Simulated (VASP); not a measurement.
# Al4Co (P4/nbm) in VASP: single point with PBE

Aim: the single point of Al4Co with PBE.

Program: VASP 6.6.1. These are calculated values, not measurements. Logs are shortened: lines on timing, memory, paths and dates and some standing lists are left out, and cuts for length are marked.

## (1) The cell of the first run

It takes space group P4/nbm (No. 125, tetragonal). The conventional cell has a = 5.578 Å, b = 5.578 Å, c = 5.171 Å, α = 90.00°, β = 90.00°, γ = 90.00°. Al (site symmetry m) has 2 Co at 2.42 Å and 11 Al at 2.72 to 3.37 Å within 3.4 Å. Co (site symmetry 422) has 8 Al at 2.42 Å within 3.2 Å.

## (2) Single point, PBE

Input file INCAR:

```
ALGO = Fast
EDIFF = 1E-7
ENCUT = 520
GGA = PE
ISIF = 2
ISMEAR = 0
LASPH = T
LCHARG = F
LREAL = F
LWAVE = F
NBANDS = 32
NELM = 80
PREC = Accurate
SIGMA = 0.1
```

Input file KPOINTS:

```
k-points
0
Gamma
  6 6 6
```

Input file POSCAR:

```
Al4Co
1.0
    5.5776680117      0.0000000000      0.0000000000
    0.0000000000      5.5776680117      0.0000000000
    0.0000000000      0.0000000000      5.1713018220
Al Co
8 2
Direct
    0.3104059262      0.8104059262      0.7459339430
    0.6895940738      0.1895940738      0.7459339430
    0.3104059262      0.1895940738      0.2540660570
    0.8104059262      0.3104059262      0.2540660570
    0.6895940738      0.8104059262      0.2540660570
    0.1895940738      0.6895940738      0.2540660570
    0.1895940738      0.3104059262      0.7459339430
    0.8104059262      0.6895940738      0.7459339430
    0.0000000000      0.0000000000      0.0000000000
    0.5000000000      0.5000000000      0.0000000000
```

Potentials or basis: VASP PAW PBE potentials, release 64 (Al, Co).

Command:

```
$ cat potpaw_PBE.64/Al/POTCAR potpaw_PBE.64/Co/POTCAR > POTCAR
$ mpirun -np 1 vasp_std > vasp.out
```

OUTCAR:

```text
EDIFF = 1E-7
   ENCUT = 520
   GGA = PE
   ISIF = 2
   ISMEAR = 0
   LASPH = T
   LREAL = F
   NELM = 80
   PREC = Accurate

 ion  position               nearest neighbor table
   1  0.310  0.810  0.746-   9 2.42  10 2.42   6 2.72   6 2.80   7 2.87   8 2.87   7 2.87   8 2.87
                             2 2.99   5 3.31   3 3.31
   2  0.690  0.190  0.746-   9 2.42  10 2.42   4 2.72   4 2.80   7 2.87   8 2.87   8 2.87   7 2.87
                             1 2.99   3 3.31   5 3.31
   3  0.310  0.190  0.254-   9 2.42  10 2.42   7 2.72   7 2.80   4 2.87   6 2.87   6 2.87   4 2.87
                             5 2.99   2 3.31   1 3.31
   4  0.810  0.310  0.254-   9 2.42  10 2.42   2 2.72   2 2.80   5 2.87   3 2.87   5 2.87   3 2.87
                             6 2.99   8 3.31   7 3.31
   5  0.690  0.810  0.254-   9 2.42  10 2.42   8 2.72   8 2.80   4 2.87   6 2.87   4 2.87   6 2.87
                             3 2.99   2 3.31   1 3.31
   6  0.190  0.690  0.254-   9 2.42  10 2.42   1 2.72   1 2.80   5 2.87   3 2.87   3 2.87   5 2.87
                             4 2.99   8 3.31   7 3.31
   7  0.190  0.310  0.746-   9 2.42  10 2.42   3 2.72   3 2.80   2 2.87   1 2.87   1 2.87   2 2.87
                             8 2.99   6 3.31   4 3.31
   8  0.810  0.690  0.746-   9 2.42  10 2.42   5 2.72   5 2.80   2 2.87   1 2.87   2 2.87   1 2.87
                             7 2.99   6 3.31   4 3.31
   9  0.000  0.000  0.000-   1 2.42   2 2.42   3 2.42   4 2.42   5 2.42   6 2.42   7 2.42   8 2.42

  10  0.500  0.500  0.000-   1 2.42   2 2.42   3 2.42   4 2.42   5 2.42   6 2.42   7 2.42   8 2.42

  LATTYP: Found a simple tetragonal cell.
 ALAT       =     5.5776680117
 C/A-ratio  =     0.9271440701

  Lattice vectors:

 A1 = (   5.5776680117,   0.0000000000,   0.0000000000)
 A2 = (   0.0000000000,   5.5776680117,   0.0000000000)
 A3 = (   0.0000000000,   0.0000000000,   5.1713018220)

Analysis of symmetry for initial positions (statically):
=====================================================================
 Subroutine PRICEL returns:
 Original cell was already a primitive cell.

 Routine SETGRP: Setting up the symmetry group for a
 simple tetragonal supercell.

 Subroutine GETGRP returns: Found 16 space group operations
 (whereof  8 operations were pure point group operations)
 out of a pool of 16 trial point group operations.

The static configuration has the point symmetry D_4 .
 The point group associated with its full space group is D_4h.

Analysis of symmetry for dynamics (positions and initial velocities):
=====================================================================
 Subroutine PRICEL returns:
 Original cell was already a primitive cell.

 Routine SETGRP: Setting up the symmetry group for a
 simple tetragonal supercell.

 Subroutine GETGRP returns: Found 16 space group operations
 (whereof  8 operations were pure point group operations)
 out of a pool of 16 trial point group operations.

The dynamic configuration has the point symmetry D_4 .
 The point group associated with its full space group is D_4h.

 Subroutine INISYM returns: Found 16 space group operations
 (whereof  8 operations are pure point group operations),
 and found     1 'primitive' translations

----------------------------------------------------------------------------------------

                                     Primitive cell

  volume of cell :     160.8812

  direct lattice vectors                    reciprocal lattice vectors
     5.577668012  0.000000000  0.000000000     0.179286397  0.000000000  0.000000000
     0.000000000  5.577668012  0.000000000     0.000000000  0.179286397  0.000000000
     0.000000000  0.000000000  5.171301822     0.000000000  0.000000000  0.193374905

  length of vectors
     5.577668012  5.577668012  5.171301822     0.179286397  0.179286397  0.193374905

  position of ions in fractional coordinates (direct lattice)
     0.310405926  0.810405926  0.745933943
     0.689594074  0.189594074  0.745933943
     0.310405926  0.189594074  0.254066057
     0.810405926  0.310405926  0.254066057
     0.689594074  0.810405926  0.254066057
     0.189594074  0.689594074  0.254066057
     0.189594074  0.310405926  0.745933943
     0.810405926  0.689594074  0.745933943
     0.000000000  0.000000000  0.000000000
     0.500000000  0.500000000  0.000000000

  ion indices of the primitive-cell ions
   primitive index   ion index
                 1           1
                 2           2
                 3           3
                 4           4
                 5           5
                 6           6
                 7           7
                 8           8
                 9           9
                10          10

----------------------------------------------------------------------------------------

 KPOINTS: k-points

Automatic generation of k-mesh.
 Grid dimensions read from file:
 generate k-points for:    6    6    6

 Generating k-lattice:

  Cartesian coordinates                     Fractional coordinates (reciprocal lattice)
     0.029881066  0.000000000  0.000000000     0.166666667  0.000000000  0.000000000
     0.000000000  0.029881066  0.000000000     0.000000000  0.166666667  0.000000000
     0.000000000  0.000000000  0.032229151     0.000000000  0.000000000  0.166666667

  Length of vectors
     0.029881066  0.029881066  0.032229151

  Shift w.r.t. Gamma in fractional coordinates (k-lattice)
     0.000000000  0.000000000  0.000000000

 Subroutine IBZKPT returns following result:
 ===========================================

 Found     40 irreducible k-points:

 Following reciprocal coordinates:
            Coordinates               Weight
  0.000000  0.000000  0.000000      1.000000
  0.166667  0.000000  0.000000      4.000000
  0.333333  0.000000  0.000000      4.000000
  0.500000  0.000000  0.000000      2.000000
  0.166667  0.166667  0.000000      4.000000
  0.333333  0.166667  0.000000      8.000000
[... 16 lines left out ...]
  0.333333  0.000000  0.333333      8.000000
  0.500000  0.000000  0.333333      4.000000
 [... further k-points ...]
   k-points           NKPTS =     40   k-points in BZ     NKDIM =     40   number of bands    NBANDS=     32
   number of dos      NEDOS =    301   number of ions     NIONS =     10
   total plane-waves  NPLWV =  70560
   dimension x,y,z NGX =    42 NGY =   42 NGZ =   40
   dimension x,y,z NGXF=    84 NGYF=   84 NGZF=   80
   ions per type =               8   2
   NGX,Y,Z   is equivalent  to a cutoff of  12.52, 12.52, 12.86 a.u.
   NGXF,Y,Z  is equivalent  to a cutoff of  25.04, 25.04, 25.72 a.u.
 SYSTEM =  unknown system
   PREC   = accura    normal or accurate (medium, high low for compatibility)
   ISTART =      0    job   : 0-new  1-cont  2-samecut
   ICHARG =      2    charge: 1-file 2-atom 10-const
   ISPIN  =      1    spin polarized calculation?
   LNONCOLLINEAR =      F non collinear calculations
   LSORBIT =      F    spin-orbit coupling
   LASPH  =      T    aspherical Exc in radial PAW
   ENCUT  =  520.0 eV  38.22 Ry    6.18 a.u.  10.37 10.37  9.62*2*pi/ulx,y,z
   NELM   =     80;   NELMIN=  2; NELMDL= -5     # of ELM steps
   EDIFF  = 0.1E-06   stopping-criterion for ELM
   LREAL  =      F    real-space projection
   EDIFFG = 0.1E-05   stopping-criterion for IOM
   NSW    =      0    number of steps for IOM
   IBRION =     -1    ionic relax: 0-MD 1-quasi-New 2-CG
   NFREE  =      0    steps in history (QN), initial steepest desc. (CG)
   ISIF   =      2    stress and relaxation
   ISYM   =      2    0-nonsym 1-usesym 2-fastsym
   POTIM  = 0.5000    time-step for ionic-motion
   TEBEG  =    0.0;   TEEND  =   0.0 temperature during run
   PSTRESS=    0.0 pullay stress
   NELECT =      42.0000    total number of electrons
   NUPDOWN=      -1.0000    fix difference up-down
   EMIN   =  10.00;   EMAX   =-10.00  energy-range for DOS
   EFERMI =   0.00;   METHOD = LEGACY
   ISMEAR =     0;   SIGMA  =   0.10  broadening in eV -4-tet -1-fermi 0-gaus
   EFERMI_NEDOS =   21; number of points for ismear=-14 and -15
   IALGO  =     68    algorithm
   IMIX   =      4    mixing-type and parameters
     AMIX     =   0.40;   BMIX     =  1.00
     AMIX_MAG =   1.60;   BMIX_MAG =  1.00
  volume/ion in A,a.u.               =      16.09       108.57
  Fermi-wavevector in a.u.,A,eV,Ry     =   1.046300  1.977220 14.894890  1.094744
  Thomas-Fermi vector in A             =   2.181132
   LORBIT       =      0    0 simple, 1 ext, 2 COOP (PROOUT), +10 PAW based schemes
   GGA     = PE    functional components
   LHFCALC =     F    Hartree Fock is set to
   AEXX    =    0.0000 exact exchange contribution
   IVDW    =     0    specifies the selected vdW correction
   LEPSILON=     F    determine dielectric tensor
   LRPA    =     F    only Hartree local field effects (RPA)
 non-spin polarized calculation
 RMM-DIIS sequential band-by-band and
 Gauss-broadening in eV      SIGMA  =   0.10
  energy-cutoff  :      520.00
  volume of cell :      160.88
 maximum number of plane-waves:      4380
 NGX is ok and might be reduce to    42
   NGX = 21   NGY = 21   NGZ = 19

 number of electron      41.9999992 magnetization

 Free energy of the ion-electron system (eV)
  ---------------------------------------------------
  ext. energy  EPLUGINS =         0.00000000
  ---------------------------------------------------
  free energy    TOTEN  =       -45.35271300 eV

  energy without entropy =      -45.32693037  energy(sigma->0) =      -45.33982169

 E-fermi :   7.4249     XC(G=0): -10.3757

 val. band max:        7.3992283716   @ k =   0.5000   0.1667   0.1667
 cond. band min:       7.4266354349   @ k =   0.5000   0.5000   0.0000
 fundamental gap:      0.0274070633
 Fermi energy:         7.4249383694

 k-point     1 :       0.0000    0.0000    0.0000
  band No.  band energies     occupation
      1      -2.7729      2.00000
      2       1.5447      2.00000
      3       1.5447      2.00000
      4       1.8102      2.00000
      5       2.4368      2.00000
      6       2.6040      2.00000
[... 829 lines left out ...]
     31      12.8935      0.00000
     32      12.9095      0.00000

 [... further k-points ...]

------------------------ aborting loop because EDIFF is reached ----------------------------------------

  FORCE on cell =-STRESS in cart. coord.  units (eV):
  Direction    XX          YY          ZZ          XY          YZ          ZX
  --------------------------------------------------------------------------------------
  -------------------------------------------------------------------------------------
  Total       -0.1074003     -0.1074003      0.0028922      0.0000000     -0.0000000      0.0000000
  in kB       -1.0695743     -1.0695743      0.0288024      0.0000000     -0.0000000      0.0000000
  external PRESSURE =      -0.7034488 kB  Pullay stress =       0.0000000 kB

 VOLUME and BASIS-vectors are now :
 -----------------------------------------------------------------------------
  energy-cutoff  :      520.00
  volume of cell :      160.88
      direct lattice vectors                 reciprocal lattice vectors
     5.577668012  0.000000000  0.000000000     0.179286397  0.000000000  0.000000000
     0.000000000  5.577668012  0.000000000     0.000000000  0.179286397  0.000000000
     0.000000000  0.000000000  5.171301822     0.000000000  0.000000000  0.193374905

 POSITION                                       TOTAL-FORCE (eV/Angst)
 -----------------------------------------------------------------------------------
      1.73134      4.52018      3.85745         0.002101      0.002101     -0.003348
      3.84633      1.05749      3.85745        -0.002101     -0.002101     -0.003348
      1.73134      1.05749      1.31385         0.002101     -0.002101      0.003348
      4.52018      1.73134      1.31385         0.002101      0.002101      0.003348
      3.84633      4.52018      1.31385        -0.002101      0.002101      0.003348
      1.05749      3.84633      1.31385        -0.002101     -0.002101      0.003348
      1.05749      1.73134      3.85745        -0.002101      0.002101     -0.003348
      4.52018      3.84633      3.85745         0.002101     -0.002101     -0.003348
      0.00000      0.00000      0.00000         0.000000     -0.000000     -0.000000
      2.78883      2.78883      0.00000        -0.000000      0.000000      0.000000
 -----------------------------------------------------------------------------------
    total drift:                                0.000000     -0.000000     -0.000000

  FREE ENERGIE OF THE ION-ELECTRON SYSTEM (eV)
  ---------------------------------------------------
  free  energy   TOTEN  =       -45.3527130036 eV

  energy  without entropy=      -45.3269303718  energy(sigma->0) =      -45.33982169
```

It took 3 min on 1 thread of AMD EPYC 7R13 (Zen 3), shared host; peak memory 0.31 GiB.

What came out:

| Item | Value |
| --- | --- |
| Free energy | -45.3527 eV |
| Pressure | -0.1 GPa |
| Largest force | 0.004 eV/Å |
| Band gap on the k mesh | zero (bands 21 and 22 overlap by 2.98 eV) |

Forces in eV/Å, atoms in the order of the input:
```
Al   0.002  0.002 -0.003
Al  -0.002 -0.002 -0.003
Al   0.002 -0.002  0.003
Al   0.002  0.002  0.003
Al  -0.002  0.002  0.003
Al  -0.002 -0.002  0.003
Al  -0.002  0.002 -0.003
Al   0.002 -0.002 -0.003
Co   0.000  0.000  0.000
Co   0.000  0.000  0.000
```

Caveat: the run has no spin polarisation, though such a crystal can be magnetic.
